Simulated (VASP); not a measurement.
Wanted: the native input for a VASP 6.6.1 run.

- Task: single point
- Functional: PBEsol
- Potentials or basis: VASP PAW PBE potentials, release 64 (Li_sv)
- Cutoff: 520 eV
- k mesh: 13 × 13 × 13
- Occupations: fermi-dirac, width 0.08 eV
- Spin: no spin polarisation
- Dipole correction: no
- Further INCAR settings: ALGO = Normal; EDIFF = 1e-06; NBANDS = 8

The structure of Li lies in POSCAR:

```
Li
1.0
    0.0000000000      2.1646707546      2.1646707546
    2.1646707546      0.0000000000      2.1646707546
    2.1646707546      2.1646707546      0.0000000000
Li
1
Direct
    0.0000000000      0.0000000000      0.0000000000
```

This cell differs from its parent crystal: volume scaled by 0.95.

One way to write it, as run:

INCAR

```
SYSTEM = Li
PREC     = Accurate       ! precision mode
ENCUT    = 520            ! plane-wave cutoff, eV
EDIFF    = 1E-6           ! SCF threshold, eV
ISMEAR   = -1             ! smearing method
SIGMA    = 0.08           ! smearing width, eV
LREAL    = .False.        ! projectors in reciprocal space
LASPH    = .True.         ! aspherical terms in the spheres
NELM     = 100            ! most SCF steps
ALGO     = Normal         ! electronic algorithm
ISIF     = 2              ! what is computed and relaxed
LWAVE    = .False.        ! write WAVECAR
LCHARG   = .False.        ! write CHGCAR
GGA      = PS             ! functional
NBANDS   = 8              ! bands
```

KPOINTS

```
regular mesh
0
Gamma
  13 13 13
  0 0 0
```

Potentials or basis: VASP PAW PBE potentials, release 64 (Li_sv).

Command:

```sh
$ cat potpaw_PBE.64/Li_sv/POTCAR > POTCAR
$ mpirun -np 1 vasp_std > vasp.out
```

Run time: 3.6 s on 1 thread of Intel(R) Xeon(R) 6975P-C (Granite Rapids), with other jobs on the host, peak memory 0.13 GiB.
